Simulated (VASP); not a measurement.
# Sr (P6_3/mmc) in VASP: settings compared

Aim: see how the results for Sr move with the level of theory and the settings. Levels: PBEsol, PBE, LDA. Tasks: single point.

Everything below comes from runs of VASP 6.6.1. Logs are shortened: lines on timing, memory, paths and dates and some standing lists are left out, and cuts for length are marked.

### Step 1. The cell of the first run

Symmetry: P6_3/mmc, No. 194, hexagonal system. Conventional cell: a = 4.310 Å, b = 4.310 Å, c = 7.050 Å, α = 90.00°, β = 90.00°, γ = 120.00°. Sr (site symmetry -6m2) has 12 Sr at 4.31 Å within 5.7 Å.

This isn't the form of Sr at room conditions, which is fcc.

### Step 2. Single point, PBEsol

The input, INCAR:

```
SYSTEM = Sr
PREC = Accurate
ENCUT = 500
EDIFF = 1E-6
ISMEAR = 0
SIGMA = 0.1
LREAL = .False.
LASPH = .True.
NELM = 120
ALGO = Normal
ISIF = 2
LWAVE = .False.
LCHARG = .False.
GGA = PS
NBANDS = 17
GGA_COMPAT = .False.
```

The input, KPOINTS:

```
Automatic mesh
0
Gamma
  6 6 2
  0 0 0
```

The input, POSCAR:

```
Sr
1.0
    4.3100002207      0.0000000000      0.0000000000
   -2.1550001104      3.7325696814      0.0000000000
    0.0000000000      0.0000000000      7.0500000000
Sr
2
Direct
    0.3333333333      0.6666666667      0.2500000000
    0.6666666667      0.3333333333      0.7500000000
```

Potentials or basis: VASP PAW PBE potentials, release 64 (Sr_sv).

Run with:

```console
$ cat potpaw_PBE.64/Sr_sv/POTCAR > POTCAR
$ mpirun -np 1 vasp_std > vasp.out
```

OUTCAR:

```text
SYSTEM = Sr
   PREC = Accurate
   ENCUT = 500
   EDIFF = 1E-6
   ISMEAR = 0
   LREAL = .False.
   LASPH = .True.
   NELM = 120
   ISIF = 2
   GGA = PS

 ion  position               nearest neighbor table
   1  0.333  0.667  0.250-   2 4.31   2 4.31   2 4.31   2 4.31   2 4.31   2 4.31
   2  0.667  0.333  0.750-   1 4.31   1 4.31   1 4.31   1 4.31   1 4.31   1 4.31

  LATTYP: Found a hexagonal cell.
 ALAT       =     4.3100002207
 C/A-ratio  =     1.6357307747

  Lattice vectors:

 A1 = (   4.3100002207,   0.0000000000,   0.0000000000)
 A2 = (  -2.1550001104,   3.7325696814,   0.0000000000)
 A3 = (   0.0000000000,   0.0000000000,   7.0500000000)

Analysis of symmetry for initial positions (statically):
=====================================================================
 Subroutine PRICEL returns:
 Original cell was already a primitive cell.

 Routine SETGRP: Setting up the symmetry group for a
 hexagonal supercell.

 Subroutine GETGRP returns: Found 24 space group operations
 (whereof 12 operations were pure point group operations)
 out of a pool of 24 trial point group operations.

The static configuration has the point symmetry D_3d.
 The point group associated with its full space group is D_6h.

Analysis of symmetry for dynamics (positions and initial velocities):
=====================================================================
 Subroutine PRICEL returns:
 Original cell was already a primitive cell.

 Routine SETGRP: Setting up the symmetry group for a
 hexagonal supercell.

 Subroutine GETGRP returns: Found 24 space group operations
 (whereof 12 operations were pure point group operations)
 out of a pool of 24 trial point group operations.

The dynamic configuration has the point symmetry D_3d.
 The point group associated with its full space group is D_6h.

 Subroutine INISYM returns: Found 24 space group operations
 (whereof 12 operations are pure point group operations),
 and found     1 'primitive' translations

----------------------------------------------------------------------------------------

                                     Primitive cell

  volume of cell :     113.4160

  direct lattice vectors                    reciprocal lattice vectors
     4.310000221  0.000000000  0.000000000     0.232018550  0.133955972  0.000000000
    -2.155000110  3.732569681  0.000000000     0.000000000  0.267911944  0.000000000
     0.000000000  0.000000000  7.050000000     0.000000000  0.000000000  0.141843972

  length of vectors
     4.310000221  4.310000221  7.050000000     0.267911944  0.267911944  0.141843972

  position of ions in fractional coordinates (direct lattice)
     0.333333333  0.666666667  0.250000000
     0.666666667  0.333333333  0.750000000

  ion indices of the primitive-cell ions
   primitive index   ion index
                 1           1
                 2           2

----------------------------------------------------------------------------------------

 KPOINTS: Automatic mesh

Automatic generation of k-mesh.
 Grid dimensions read from file:
 generate k-points for:    6    6    2

 Generating k-lattice:

  Cartesian coordinates                     Fractional coordinates (reciprocal lattice)
     0.038669758  0.022325995  0.000000000     0.166666667  0.000000000  0.000000000
     0.000000000  0.044651991  0.000000000     0.000000000  0.166666667  0.000000000
     0.000000000  0.000000000  0.070921986     0.000000000  0.000000000  0.500000000

  Length of vectors
     0.044651991  0.044651991  0.070921986

  Shift w.r.t. Gamma in fractional coordinates (k-lattice)
     0.000000000  0.000000000  0.000000000

 Subroutine IBZKPT returns following result:
 ===========================================

 Found     14 irreducible k-points:

 Following reciprocal coordinates:
            Coordinates               Weight
  0.000000  0.000000  0.000000      1.000000
  0.166667 -0.000000  0.000000      6.000000
  0.333333 -0.000000  0.000000      6.000000
  0.500000  0.000000  0.000000      3.000000
  0.166667  0.166667  0.000000      6.000000
  0.333333  0.166667  0.000000     12.000000
  0.333333  0.333333  0.000000      2.000000
  0.000000  0.000000  0.500000      1.000000
  0.166667 -0.000000  0.500000      6.000000
  0.333333 -0.000000  0.500000      6.000000
  0.500000  0.000000  0.500000      3.000000
  0.166667  0.166667  0.500000      6.000000
  0.333333  0.166667  0.500000     12.000000
  0.333333  0.333333  0.500000      2.000000
   k-points           NKPTS =     14   k-points in BZ     NKDIM =     14   number of bands    NBANDS=     17
   number of dos      NEDOS =    301   number of ions     NIONS =      2
   total plane-waves  NPLWV =  55296
   dimension x,y,z NGX =    32 NGY =   32 NGZ =   54
   dimension x,y,z NGXF=    64 NGYF=   64 NGZF=  108
   ions per type =               2
   NGX,Y,Z   is equivalent  to a cutoff of  12.34, 12.34, 12.73 a.u.
   NGXF,Y,Z  is equivalent  to a cutoff of  24.69, 24.69, 25.47 a.u.
 SYSTEM =  Sr
   PREC   = accura    normal or accurate (medium, high low for compatibility)
   ISTART =      0    job   : 0-new  1-cont  2-samecut
   ICHARG =      2    charge: 1-file 2-atom 10-const
   ISPIN  =      1    spin polarized calculation?
   LNONCOLLINEAR =      F non collinear calculations
   LSORBIT =      F    spin-orbit coupling
   LASPH  =      T    aspherical Exc in radial PAW
   ENCUT  =  500.0 eV  36.75 Ry    6.06 a.u.   7.86  7.86 12.85*2*pi/ulx,y,z
   NELM   =    120;   NELMIN=  2; NELMDL= -5     # of ELM steps
   EDIFF  = 0.1E-05   stopping-criterion for ELM
   LREAL  =      F    real-space projection
   EDIFFG = 0.1E-04   stopping-criterion for IOM
   NSW    =      0    number of steps for IOM
   IBRION =     -1    ionic relax: 0-MD 1-quasi-New 2-CG
   NFREE  =      0    steps in history (QN), initial steepest desc. (CG)
   ISIF   =      2    stress and relaxation
   ISYM   =      2    0-nonsym 1-usesym 2-fastsym
   POTIM  = 0.5000    time-step for ionic-motion
   TEBEG  =    0.0;   TEEND  =   0.0 temperature during run
   PSTRESS=    0.0 pullay stress
   NELECT =      20.0000    total number of electrons
   NUPDOWN=      -1.0000    fix difference up-down
   EMIN   =  10.00;   EMAX   =-10.00  energy-range for DOS
   EFERMI =   0.00;   METHOD = LEGACY
   ISMEAR =     0;   SIGMA  =   0.10  broadening in eV -4-tet -1-fermi 0-gaus
   EFERMI_NEDOS =   21; number of points for ismear=-14 and -15
   IALGO  =     38    algorithm
   IMIX   =      4    mixing-type and parameters
     AMIX     =   0.40;   BMIX     =  1.00
     AMIX_MAG =   1.60;   BMIX_MAG =  1.00
  volume/ion in A,a.u.               =      56.71       382.68
  Fermi-wavevector in a.u.,A,eV,Ry     =   0.918037  1.734838 11.466873  0.842791
  Thomas-Fermi vector in A             =   2.043073
   LORBIT       =      0    0 simple, 1 ext, 2 COOP (PROOUT), +10 PAW based schemes
   GGA     = PS    functional components
   LHFCALC =     F    Hartree Fock is set to
   AEXX    =    0.0000 exact exchange contribution
   IVDW    =     0    specifies the selected vdW correction
   LEPSILON=     F    determine dielectric tensor
   LRPA    =     F    only Hartree local field effects (RPA)
 non-spin polarized calculation
 Gauss-broadening in eV      SIGMA  =   0.10
  energy-cutoff  :      500.00
  volume of cell :      113.42
 maximum number of plane-waves:      2910
 NGX is ok and might be reduce to    32
   NGX = 15   NGY = 15   NGZ = 25

 number of electron      20.0000000 magnetization

 Free energy of the ion-electron system (eV)
  ---------------------------------------------------
  ext. energy  EPLUGINS =         0.00000000
  ---------------------------------------------------
  free energy    TOTEN  =        -3.57432066 eV

  energy without entropy =       -3.54086530  energy(sigma->0) =       -3.55759298

 E-fermi :   1.4177     XC(G=0):  -7.3360

 val. band max:        1.4022025660   @ k =   0.1667  -0.0000   0.0000
 cond. band min:       1.4225483459   @ k =   0.0000   0.0000   0.0000
 fundamental gap:      0.0203457800
 Fermi energy:         1.4176522619

 k-point     1 :       0.0000    0.0000    0.0000
  band No.  band energies     occupation
      1     -35.1895      2.00000
      2     -35.1775      2.00000
      3     -17.2766      2.00000
      4     -17.1189      2.00000
      5     -17.1189      2.00000
      6     -17.0997      2.00000
[... 9 lines left out ...]
     16       4.0624      0.00000
     17       4.5634      0.00000

 k-point     2 :       0.1667   -0.0000    0.0000
  band No.  band energies     occupation
      1     -35.1868      2.00000
      2     -35.1761      2.00000
      3     -17.2615      2.00000
      4     -17.1530      2.00000
      5     -17.1295      2.00000
      6     -17.1295      2.00000
[... 9 lines left out ...]
     16       4.1156      0.00000
     17       4.2157      0.00000

 k-point     3 :       0.3333   -0.0000    0.0000
  band No.  band energies     occupation
      1     -35.1809      2.00000
      2     -35.1739      2.00000
      3     -17.2251      2.00000
      4     -17.2216      2.00000
      5     -17.1966      2.00000
      6     -17.1497      2.00000
[... 9 lines left out ...]
     16       4.8355      0.00000
     17       5.0005      0.00000

 k-point     4 :       0.5000    0.0000    0.0000
  band No.  band energies     occupation
      1     -35.1773      2.00000
      2     -35.1734      2.00000
      3     -17.2561      2.00000
      4     -17.2289      2.00000
      5     -17.1986      2.00000
      6     -17.1595      2.00000
[... 9 lines left out ...]
     16       5.5927      0.00000
     17       6.2730      0.00000
[... 143 lines left out ...]
      1     -35.1784      2.00000
      2     -35.1784      2.00000
      3     -17.2192      2.00000
      4     -17.2192      2.00000
      5     -17.1489      2.00000
      6     -17.1489      2.00000
[... 9 lines left out ...]
     16       4.0950      0.00000
     17       5.2311      0.00000

 k-point    13 :       0.3333    0.1667    0.5000
  band No.  band energies     occupation
      1     -35.1754      2.00000
      2     -35.1754      2.00000
      3     -17.2502      2.00000
      4     -17.2502      2.00000
      5     -17.1684      2.00000
      6     -17.1684      2.00000
[... 9 lines left out ...]
     16       4.1043      0.00000
     17       5.6066      0.00000

 k-point    14 :       0.3333    0.3333    0.5000
  band No.  band energies     occupation
      1     -35.1743      2.00000
      2     -35.1743      2.00000
      3     -17.2380      2.00000
      4     -17.2380      2.00000
      5     -17.2012      2.00000
      6     -17.2012      2.00000
[... 9 lines left out ...]
     16       4.2004      0.00000
     17       5.4409      0.00000

------------------------ aborting loop because EDIFF is reached ----------------------------------------

  FORCE on cell =-STRESS in cart. coord.  units (eV):
  Direction    XX          YY          ZZ          XY          YZ          ZX
  --------------------------------------------------------------------------------------
  -------------------------------------------------------------------------------------
  Total       -0.5741371     -0.5741371     -0.4722288      0.0000000     -0.0000000     -0.0000000
  in kB       -8.1105790     -8.1105790     -6.6709652      0.0000000     -0.0000000     -0.0000000
  external PRESSURE =      -7.6307078 kB  Pullay stress =       0.0000000 kB

 VOLUME and BASIS-vectors are now :
 -----------------------------------------------------------------------------
  energy-cutoff  :      500.00
  volume of cell :      113.42
      direct lattice vectors                 reciprocal lattice vectors
     4.310000221  0.000000000  0.000000000     0.232018550  0.133955972  0.000000000
    -2.155000110  3.732569681  0.000000000     0.000000000  0.267911944  0.000000000
     0.000000000  0.000000000  7.050000000     0.000000000  0.000000000  0.141843972

 POSITION                                       TOTAL-FORCE (eV/Angst)
 -----------------------------------------------------------------------------------
     -0.00000      2.48838      1.76250        -0.000000     -0.000000      0.000000
      2.15500      1.24419      5.28750         0.000000      0.000000      0.000000
 -----------------------------------------------------------------------------------
    total drift:                               -0.000000      0.000000     -0.000000

  FREE ENERGIE OF THE ION-ELECTRON SYSTEM (eV)
  ---------------------------------------------------
  free  energy   TOTEN  =        -3.5743206629 eV

  energy  without entropy=       -3.5408652973  energy(sigma->0) =       -3.55759298
```

Run time: 13 s. Hardware: 1 thread of AMD EPYC 9R45 (Zen 5), shared host; peak memory 0.18 GiB.

Results:

* Free energy: -3.5743 eV
* Pressure: -0.8 GPa
* Band gap on the k mesh: zero (bands 10 and 11 overlap by 0.24 eV)

Caveat: the k points lie up to 0.45 Å⁻¹ apart; the PAW data sets were made with another functional, which shifts forces and pressure a little.

(Continued in part 2 of 3.)
